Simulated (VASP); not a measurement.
Here is a VASP 6.6.1 calculation.

File INCAR:

```
PREC = Accurate ; ENCUT = 520
EDIFF = 1E-6 ; ISMEAR = -1
SIGMA = 0.05 ; LREAL = F
LASPH = T ; NELM = 150
ALGO = Normal ; ISIF = 2
LWAVE = F ; LCHARG = T
ISPIN = 2 ; MAGMOM = 3
LORBIT = 11 ; LMAXMIX = 4
GGA = PE ; LELF = T
LVHAR = T ; NBANDS = 14
```

Contents of KPOINTS:

```
regular mesh
0
Gamma
  16 16 16
```

Contents of POSCAR:

```
Fe
1.0
    0.0000000000      1.9029048968      1.9651051623
    1.4684709157      0.0000000000      1.9651051623
    1.4684709157      1.9029048968      0.0000000000
Fe
1
Direct
    0.0000000000      0.0000000000      0.0000000000
```

Potentials or basis: VASP PAW PBE potentials, release 64 (Fe).

Command:

```sh
$ cat potpaw_PBE.64/Fe/POTCAR > POTCAR
$ mpirun -np 1 vasp_std > vasp.out
```

Question: What does it give for the pressure?

Answer: 7.5 GPa.

Question: Estimate the net moment.

Answer: 2.14 μB per cell.

Stress tensor (GPa, compression positive):
```
 1.91  0.00  0.00
 0.00 13.28  0.00
 0.00  0.00  7.28
```

Caveat: the cell differs from its parent crystal (equal xx and yy strain of -2 %); the cell stands under pressure.
